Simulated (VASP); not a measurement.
A run of VASP 6.6.1:

The input INCAR:

```
SYSTEM = Lu
PREC = Accurate
ENCUT = 520
EDIFF = 1E-7
ISMEAR = -1
SIGMA = 0.05
LREAL = .FALSE.
LASPH = .TRUE.
NELM = 80
ALGO = Normal
ISIF = 2
LWAVE = .FALSE.
LCHARG = .FALSE.
GGA = PS
NBANDS = 32
```

KPOINTS

```
regular mesh
0
G
  7 7 4
  0 0 0
```

The input POSCAR:

```
Lu
1.0
    3.5031000000      0.0000000000      0.0000000000
   -1.7515500000      3.0337735920      0.0000000000
    0.0000000000      0.0000000000      5.5509000000
Lu
2
Direct
    0.3715565709      0.8155958001      0.2500000000
    1.1284433315      0.1844040048      0.7500000000
```

Potentials or basis: VASP PAW PBE potentials, release 64 (Lu).

Command:

```console
$ cat potpaw_PBE.64/Lu/POTCAR > POTCAR
$ mpirun -np 1 vasp_std > vasp.out
```

Hardware: 1 thread of Intel(R) Xeon(R) 6975P-C (Granite Rapids), on a shared host.

Question: How long does it take, and how much memory?

Answer: It took 64 s on 1 thread of Intel(R) Xeon(R) 6975P-C (Granite Rapids) (shared host), peak memory 0.25 GiB. Counts: scf iterations 14, k points 75.
